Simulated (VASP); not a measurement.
# C (Fd-3m) in VASP: notebook

The runs below take C through relaxation of cell and atoms, with revPBE+D3(BJ), r2SCAN+rVV10.

All numbers are computed with VASP 6.6.1; they aren't measurements. Logs are shortened: lines on timing, memory, paths and dates and some standing lists are left out, and cuts for length are marked.

## (1) The cell of the first run

The structure is cubic, space group Fd-3m (No. 227). The conventional cell has a = 3.567 Å, b = 3.567 Å, c = 3.567 Å, α = 90.00°, β = 90.00°, γ = 90.00°. C (site symmetry -43m) has 4 C at 1.54 Å within 2.1 Å.

## (2) Relaxation of cell and atoms, revPBE+D3(BJ)

INCAR reads:

```
  PREC = Accurate
  ENCUT = 600
  EDIFF = 1E-6
  ISMEAR = 0
  SIGMA = 0.01
  LREAL = F
  LASPH = T
  NELM = 80
  ALGO = Normal
  ISIF = 3
  LWAVE = F
  LCHARG = F
  GGA = RE
  IVDW = 12
  IBRION = 2
  NSW = 80
  EDIFFG = -0.005
```

KPOINTS reads:

```
Automatic mesh
0
Gamma
  8 8 8
```

POSCAR reads:

```
C
1.0
    0.0000000000      1.7833700000      1.7833700000
    1.7833700000      0.0000000000      1.7833700000
    1.7833700000      1.7833700000      0.0000000000
C
2
Direct
    0.0000000000      0.0000000000      0.0000000000
    0.2500000000      0.2500000000      0.2500000000
```

Potentials or basis: VASP PAW PBE potentials, release 64 (C).

The run is started by

```bash
> cat potpaw_PBE.64/C/POTCAR > POTCAR
> mpirun -np 1 vasp_std > vasp.out
```

OUTCAR:

```text
PREC = Accurate
   ENCUT = 600
   EDIFF = 1E-6
   ISMEAR = 0
   LREAL = F
   LASPH = T
   NELM = 80
   ISIF = 3
   GGA = RE
   IVDW = 12
   IBRION = 2
   NSW = 80
   EDIFFG = -0.005
 IVDW          = 12

 ion  position               nearest neighbor table
   1  0.000  0.000  0.000-   2 1.54   2 1.54   2 1.54   2 1.54
   2  0.250  0.250  0.250-   1 1.54   1 1.54   1 1.54   1 1.54

  LATTYP: Found a face centered cubic cell.
 ALAT       =     3.5667400000

  Lattice vectors:

 A1 = (   0.0000000000,   1.7833700000,   1.7833700000)
 A2 = (   1.7833700000,   0.0000000000,   1.7833700000)
 A3 = (   1.7833700000,   1.7833700000,   0.0000000000)

Analysis of symmetry for initial positions (statically):
=====================================================================
 Subroutine PRICEL returns:
 Original cell was already a primitive cell.

 Routine SETGRP: Setting up the symmetry group for a
 face centered cubic supercell.

 Subroutine GETGRP returns: Found 48 space group operations
 (whereof 24 operations were pure point group operations)
 out of a pool of 48 trial point group operations.

The static configuration has the point symmetry T_d .
 The point group associated with its full space group is O_h .

Analysis of symmetry for dynamics (positions and initial velocities):
=====================================================================
 Subroutine PRICEL returns:
 Original cell was already a primitive cell.

 Routine SETGRP: Setting up the symmetry group for a
 face centered cubic supercell.

 Subroutine GETGRP returns: Found 48 space group operations
 (whereof 24 operations were pure point group operations)
 out of a pool of 48 trial point group operations.

The dynamic configuration has the point symmetry T_d .
 The point group associated with its full space group is O_h .

 Subroutine INISYM returns: Found 48 space group operations
 (whereof 24 operations are pure point group operations),
 and found     1 'primitive' translations

----------------------------------------------------------------------------------------

                                     Primitive cell

  volume of cell :      11.3437

  direct lattice vectors                    reciprocal lattice vectors
     0.000000000  1.783370000  1.783370000    -0.280368067  0.280368067  0.280368067
     1.783370000  0.000000000  1.783370000     0.280368067 -0.280368067  0.280368067
     1.783370000  1.783370000  0.000000000     0.280368067  0.280368067 -0.280368067

  length of vectors
     2.522066041  2.522066041  2.522066041     0.485611737  0.485611737  0.485611737

  position of ions in fractional coordinates (direct lattice)
     0.000000000  0.000000000  0.000000000
     0.250000000  0.250000000  0.250000000

  ion indices of the primitive-cell ions
   primitive index   ion index
                 1           1
                 2           2

----------------------------------------------------------------------------------------

 KPOINTS: Automatic mesh

Automatic generation of k-mesh.
 Grid dimensions read from file:
 generate k-points for:    8    8    8

 Generating k-lattice:

  Cartesian coordinates                     Fractional coordinates (reciprocal lattice)
    -0.035046008  0.035046008  0.035046008     0.125000000  0.000000000  0.000000000
     0.035046008 -0.035046008  0.035046008     0.000000000  0.125000000  0.000000000
     0.035046008  0.035046008 -0.035046008     0.000000000  0.000000000  0.125000000

  Length of vectors
     0.060701467  0.060701467  0.060701467

  Shift w.r.t. Gamma in fractional coordinates (k-lattice)
     0.000000000  0.000000000  0.000000000

 Subroutine IBZKPT returns following result:
 ===========================================

 Found     29 irreducible k-points:

 Following reciprocal coordinates:
            Coordinates               Weight
  0.000000  0.000000  0.000000      1.000000
  0.125000  0.000000  0.000000      8.000000
  0.250000  0.000000  0.000000      8.000000
  0.375000  0.000000  0.000000      8.000000
  0.500000  0.000000  0.000000      4.000000
  0.125000  0.125000  0.000000      6.000000
[... 16 lines left out ...]
  0.500000  0.250000  0.125000     48.000000
 -0.375000  0.250000  0.125000     24.000000
 [... further k-points ...]
   k-points           NKPTS =     29   k-points in BZ     NKDIM =     29   number of bands    NBANDS=      8
   number of dos      NEDOS =    301   number of ions     NIONS =      2
   total plane-waves  NPLWV =   8000
   dimension x,y,z NGX =    20 NGY =   20 NGZ =   20
   dimension x,y,z NGXF=    40 NGYF=   40 NGZF=   40
   ions per type =               2
   NGX,Y,Z   is equivalent  to a cutoff of  13.18, 13.18, 13.18 a.u.
   NGXF,Y,Z  is equivalent  to a cutoff of  26.37, 26.37, 26.37 a.u.
 SYSTEM =  unknown system
   PREC   = accura    normal or accurate (medium, high low for compatibility)
   ISTART =      0    job   : 0-new  1-cont  2-samecut
   ICHARG =      2    charge: 1-file 2-atom 10-const
   ISPIN  =      1    spin polarized calculation?
   LNONCOLLINEAR =      F non collinear calculations
   LSORBIT =      F    spin-orbit coupling
   LASPH  =      T    aspherical Exc in radial PAW
   ENCUT  =  600.0 eV  44.10 Ry    6.64 a.u.   5.04  5.04  5.04*2*pi/ulx,y,z
   NELM   =     80;   NELMIN=  2; NELMDL= -5     # of ELM steps
   EDIFF  = 0.1E-05   stopping-criterion for ELM
   LREAL  =      F    real-space projection
   EDIFFG = -.5E-02   stopping-criterion for IOM
   NSW    =     80    number of steps for IOM
   IBRION =      2    ionic relax: 0-MD 1-quasi-New 2-CG
   NFREE  =      1    steps in history (QN), initial steepest desc. (CG)
   ISIF   =      3    stress and relaxation
   ISYM   =      2    0-nonsym 1-usesym 2-fastsym
   POTIM  = 0.5000    time-step for ionic-motion
   TEBEG  =    0.0;   TEEND  =   0.0 temperature during run
   PSTRESS=    0.0 pullay stress
   NELECT =       8.0000    total number of electrons
   NUPDOWN=      -1.0000    fix difference up-down
   EMIN   =  10.00;   EMAX   =-10.00  energy-range for DOS
   EFERMI =   0.00;   METHOD = LEGACY
   ISMEAR =     0;   SIGMA  =   0.01  broadening in eV -4-tet -1-fermi 0-gaus
   EFERMI_NEDOS =   21; number of points for ismear=-14 and -15
   IALGO  =     38    algorithm
   IMIX   =      4    mixing-type and parameters
     AMIX     =   0.40;   BMIX     =  1.00
     AMIX_MAG =   1.60;   BMIX_MAG =  1.00
  volume/ion in A,a.u.               =       5.67        38.28
  Fermi-wavevector in a.u.,A,eV,Ry     =   1.457203  2.753714 28.891161  2.123440
  Thomas-Fermi vector in A             =   2.574032
   LORBIT       =      0    0 simple, 1 ext, 2 COOP (PROOUT), +10 PAW based schemes
   GGA     = RE    functional components
   LHFCALC =     F    Hartree Fock is set to
   AEXX    =    0.0000 exact exchange contribution
   IVDW    =    12    specifies the selected vdW correction
   LEPSILON=     F    determine dielectric tensor
   LRPA    =     F    only Hartree local field effects (RPA)
 conjugate gradient relaxation of ions
 non-spin polarized calculation
 Gauss-broadening in eV      SIGMA  =   0.01
  energy-cutoff  :      600.00
  volume of cell :       11.34
 maximum number of plane-waves:       391
   NGX =  9   NGY =  9   NGZ =  9

--------------------------------------- Ionic step        1  -------------------------------------------

 number of electron       7.9999999 magnetization

 Free energy of the ion-electron system (eV)
  ---------------------------------------------------
  ext. energy  EPLUGINS =         0.00000000
  ---------------------------------------------------
  free energy    TOTEN  =       -17.38081888 eV

  energy without entropy =      -17.38081888  energy(sigma->0) =      -17.38081888

 E-fermi :   9.9188     XC(G=0): -13.1912

 val. band max:        9.8218906499   @ k =   0.0000   0.0000   0.0000
 cond. band min:      13.9461191714   @ k =   0.3750   0.3750   0.0000
 fundamental gap:      4.1242285215
 Fermi energy:         9.9188143939

 k-point     1 :       0.0000    0.0000    0.0000
  band No.  band energies     occupation
      1     -11.7169      2.00000
      2       9.8219      2.00000
      3       9.8219      2.00000
      4       9.8219      2.00000
      5      15.4141      0.00000
      6      15.4141      0.00000
      7      15.4141      0.00000
      8      23.1075      0.00000

 k-point     2 :       0.1250    0.0000    0.0000
  band No.  band energies     occupation
      1     -11.2846      2.00000
      2       7.3938      2.00000
      3       9.1671      2.00000
      4       9.1671      2.00000
      5      16.2759      0.00000
      6      16.2759      0.00000
      7      16.7004      0.00000
      8      23.4945      0.00000
[... 308 lines left out ...]
 POSITION                                       TOTAL-FORCE (eV/Angst)
 -----------------------------------------------------------------------------------
      3.53811      3.53811      3.53811         0.000000      0.000000      0.000000
      0.88453      0.88453      0.88453        -0.000000     -0.000000     -0.000000
 -----------------------------------------------------------------------------------
    total drift:                                0.000000      0.000000      0.000000

  FREE ENERGIE OF THE ION-ELECTRON SYSTEM (eV)
  ---------------------------------------------------
  free  energy   TOTEN  =       -18.1710976992 eV

  energy  without entropy=      -18.1710976992  energy(sigma->0) =      -18.17109770

--------------------------------------- Ionic step        3  -------------------------------------------

 number of electron       7.9999999 magnetization

 Free energy of the ion-electron system (eV)
  ---------------------------------------------------
  ext. energy  EPLUGINS =         0.00000000
  ---------------------------------------------------
  free energy    TOTEN  =       -17.37412220 eV

  energy without entropy =      -17.37412220  energy(sigma->0) =      -17.37412220

 E-fermi :  10.1070     XC(G=0): -13.2470

 val. band max:        9.9804194314   @ k =   0.0000   0.0000   0.0000
 cond. band min:      14.1273746415   @ k =   0.3750   0.3750   0.0000
 fundamental gap:      4.1469552101
 Fermi energy:        10.1069601667

 k-point     1 :       0.0000    0.0000    0.0000
  band No.  band energies     occupation
      1     -11.7059      2.00000
      2       9.9804      2.00000
      3       9.9804      2.00000
      4       9.9804      2.00000
      5      15.6024      0.00000
      6      15.6024      0.00000
      7      15.6024      0.00000
      8      23.5168      0.00000

 k-point     2 :       0.1250    0.0000    0.0000
  band No.  band energies     occupation
      1     -11.2704      2.00000
      2       7.5319      2.00000
      3       9.3178      2.00000
      4       9.3178      2.00000
      5      16.4743      0.00000
      6      16.4743      0.00000
      7      16.9146      0.00000
      8      23.8851      0.00000
[... 268 lines left out ...]
 POSITION                                       TOTAL-FORCE (eV/Angst)
 -----------------------------------------------------------------------------------
      0.00000      0.00000      0.00000        -0.000000     -0.000000     -0.000000
      0.88845      0.88845      0.88845         0.000000      0.000000      0.000000
 -----------------------------------------------------------------------------------
    total drift:                                0.000000      0.000000      0.000000

  FREE ENERGIE OF THE ION-ELECTRON SYSTEM (eV)
  ---------------------------------------------------
  free  energy   TOTEN  =       -18.1738322546 eV

  energy  without entropy=      -18.1738322546  energy(sigma->0) =      -18.17383225

 reached required accuracy - stopping structural energy minimisation
```

It took 10 s on 1 thread of Intel Xeon 8259CL, shared host; peak memory 0.13 GiB.

Results:

```yaml
Free_energy: -18.1738 eV
Relaxed_volume: 5.61 Å³/atom
Relaxed_cell: a = 2.513 Å, b = 2.513 Å, c = 2.513 Å, α = 60.00°, β = 60.00°, γ = 60.00°
Space_group_after_relaxing_to_0.05_Å: Fd-3m (No. 227)
Energy_gained_by_relaxing: 0.9 meV/atom
Ionic_steps: 3
Pressure_after_relaxing: 0.0 GPa
Band_gap_on_the_k_mesh: 4.15 eV, indirect (least direct gap 5.62 eV)
Dispersion_energy_per_atom: -0.400 eV
```

Step by step:
```
step  energy change (eV)  largest force (eV/Å)  pressure (GPa)  volume (Å³)
   1              0.0000                0.0000           -4.70        11.34
   2              0.0009                0.0000            6.01        11.07
   3             -0.0018                0.0000           -0.01        11.22
```

Final structure:
```
CELL_PARAMETERS angstrom
0.00000 1.77690 1.77690
1.77690 0.00000 1.77690
1.77690 1.77690 0.00000
ATOMIC_POSITIONS crystal
C 0.00000 0.00000 0.00000
C 0.25000 0.25000 0.25000
```

Caveat: the PAW data sets were made with another functional, which shifts forces and pressure a little. A k mesh can miss the band edges.

(Continued in part 2 of 2.)
